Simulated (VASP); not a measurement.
A run of VASP 6.6.1:

INCAR

```
PREC = Accurate
ENCUT = 520
EDIFF = 1E-7
ISMEAR = 0
SIGMA = 0.15
LREAL = False
LASPH = True
NELM = 100
ALGO = Fast
ISIF = 2
LWAVE = False
LCHARG = False
GGA = PE
NBANDS = 28
```

The input KPOINTS:

```
Automatic mesh
0
Gamma
  18 18 6
```

POSCAR

```
Ti3Al
1.0
    2.9212407773      0.0000000000      0.0000000000
   -1.4606203887      2.5298687238      0.0000000000
    0.0000000000      0.0000000000      9.7803141226
Ti Al
3 1
Direct
    0.6666666667      0.3333333333      0.0000000000
    0.3333333333      0.6666666667      0.7504575700
    0.3333333333      0.6666666667      0.2495424300
    0.6666666667      0.3333333333      0.5000000000
```

Potentials or basis: VASP PAW PBE potentials, release 64 (Ti_sv, Al).

Command:

```console
$ cat potpaw_PBE.64/Ti_sv/POTCAR potpaw_PBE.64/Al/POTCAR > POTCAR
$ mpirun -np 1 vasp_std > vasp.out
```

Hardware: 1 thread of Intel(R) Xeon(R) Platinum 8488C (Sapphire Rapids), on a shared host.

**Question.** Estimate the wall time of this run.

**Answer.** It took 13 min on 1 thread of Intel(R) Xeon(R) Platinum 8488C (Sapphire Rapids) (shared host), peak memory 0.38 GiB. Counts: scf iterations 55, k points 148.
